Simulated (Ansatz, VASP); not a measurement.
## One calculation of Al, two programs

```
CELL_PARAMETERS angstrom
0.00000 1.92759 1.78437
1.92759 0.00000 1.78437
1.92759 1.92759 0.00000
ATOMIC_POSITIONS crystal
Al 0.00000 0.00000 0.00000
```

Alike in both runs: task single point; functional PBE; dispersion D3(BJ); k mesh 22 × 22 × 22; occupations gaussian, width 0.15 eV; no spin polarisation.

```csv
,VASP,Ansatz
version,VASP 6.6.1,Ansatz 0.2.0
potentials or method,"VASP PAW PBE potentials, release 64 (Al), cutoff 520 eV","scalar-relativistic, plane waves, PAW"
valence electrons in the cell,3,3
```

|  | VASP | Ansatz | Ansatz less VASP |
| --- | --- | --- | --- |
| gap on the k mesh at the Fermi level (eV) | none | none | - |
| pressure (GPa) | 22.7 | 22.7 | -0.04 |
| traceless stress, the component that is largest in VASP (GPa) | 5.80 | 5.79 | -0.003 |

A gap of «none» marks a metal or a gap that the smearing closes.
